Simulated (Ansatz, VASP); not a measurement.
**One calculation of Na, two programs**

The input INCAR:

```
SYSTEM = Na
PREC = Accurate
ENCUT = 520
EDIFF = 1E-6
ISMEAR = -1
SIGMA = 0.1
LREAL = .FALSE.
LASPH = .TRUE.
NELM = 60
ALGO = Normal
ISIF = 2
LWAVE = .FALSE.
LCHARG = .FALSE.
GGA = RP
NBANDS = 10
```

The input KPOINTS:

```
regular mesh
0
G
  17 17 17
  0 0 0
```

POSCAR

```
Na
1.0
   -2.0541036879      2.0541036879      2.0541036879
    2.0541036879     -2.0541036879      2.0541036879
    2.0541036879      2.0541036879     -2.0541036879
Na
1
Direct
    0.0000000000      0.0000000000      0.0000000000
```

Input for Ansatz:

```yaml
crystal:
  lattice:
    - [-2.0541036887, 2.0541036887, 2.0541036887]
    - [2.0541036887, -2.0541036887, 2.0541036887]
    - [2.0541036887, 2.0541036887, -2.0541036887]
  atoms:
    - { symbol: Na, position: [0.0, 0.0, 0.0] }
hamiltonian:
  xc: rpbe
  pseudopotentials:
    kind: paw
    azcp:
      Na: "pseudopotentials/Na.paw.azcp"
basis:
  ecutwfc: 420
  fft_grid_basis: typed
kpoints:
  mp_grid: { grid: [17, 17, 17], shift: [0, 0, 0] }
magnetization:
  spin_polarized: false
scf:
  occupations: { method: fermi_dirac, width: 0.1 }
output:
  stress: true
```

Alike in both runs: task single point; functional RPBE; k mesh 17 × 17 × 17; occupations fermi-dirac, width 0.1 eV; no spin polarisation.

|  | VASP | Ansatz |
| --- | --- | --- |
| version | VASP 6.6.1 | Ansatz 0.2.0 |
| potentials or method | VASP PAW PBE potentials, release 64 (Na_pv), cutoff 520 eV | plane waves (420 eV) with PAW, scalar-relativistic |
| valence electrons in the cell | 7 | 9 |

|  | VASP | Ansatz | Ansatz less VASP |
| --- | --- | --- | --- |
| pressure (GPa) | 1.2 | 1.2 | +0.01 |

VASP's potentials were made for PBE, not for RPBE. The functional is the same, so the differences come from potentials, cutoffs and numerics. VASP's potentials hold 7 valence electrons a cell and Ansatz's 9, so a difference there can come from the potentials and not from the codes.
